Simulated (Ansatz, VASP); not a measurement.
Two plane-wave programs on Au

File INCAR:

```
PREC = Accurate
ENCUT = 520
EDIFF = 1E-7
ISMEAR = 0
SIGMA = 0.15
LREAL = F
LASPH = T
NELM = 100
ALGO = Fast
ISIF = 2
LWAVE = F
LCHARG = F
GGA = PS
NBANDS = 12
```

KPOINTS

```
regular mesh
0
Gamma
  26 26 26
```

The input POSCAR:

```
Au
1.0
   -1.6089153437      1.6089153437      1.6210733942
    1.6089153437     -1.6089153437      1.6210733942
    1.6332314447      1.6332314447     -1.6210733942
Au
1
Direct
    0.0000000000      0.0000000000      0.0000000000
```

Input for Ansatz:

```yaml
crystal:
  lattice:
    - [-1.6089153437, 1.6089153437, 1.6210733942]
    - [1.6089153437, -1.6089153437, 1.6210733942]
    - [1.6332314447, 1.6332314447, -1.6210733942]
  atoms:
    - { symbol: Au, position: [0.0, 0.0, 0.0] }
basis:
  ecutwfc: 420
kpoints:
  mp_grid: { grid: [26, 26, 26] }
hamiltonian:
  xc: pbesol
scf:
  occupations: { method: gaussian, width: 0.15 }
output:
  forces: true
  stress: true
  eigenvalues: true
  write_density: true
  write_potential: true
  elf: true
  volumetric_format: npy
```

Change from the starting cell: strain +0.0150 x Voigt [0, 0, 0, 0, 0, 1], atoms carried along.

Alike in both runs: task single point; functional PBEsol; k mesh 26 × 26 × 26; occupations gaussian, width 0.15 eV; no spin polarisation.

|  | VASP | Ansatz |
| --- | --- | --- |
| version | VASP 6.6.1 | Ansatz 0.2.0 |
| potentials or method | VASP PAW PBE potentials, release 64 (Au), cutoff 520 eV | scalar-relativistic, plane waves, PAW |
| valence electrons in the cell | 11 | 19 |

Ansatz gave:

```
gap on the k mesh at the Fermi level (eV)                     : none
pressure (GPa)                                                : 0.2
traceless stress, the component that is largest in VASP (GPa) : -1.22
```

Question: What did VASP give for the same quantities?

Answer: gap on the k mesh at the Fermi level (eV): none; pressure (GPa): 0.0; traceless stress, the component that is largest in VASP (GPa): -1.21.

VASP's potentials were made for PBE, not for PBEsol. A gap of «none» marks a metal or a gap that the smearing closes. VASP's potentials hold 11 valence electrons a cell and Ansatz's 19, so a difference there can come from the potentials and not from the codes.

Spin-orbit coupling is off throughout.
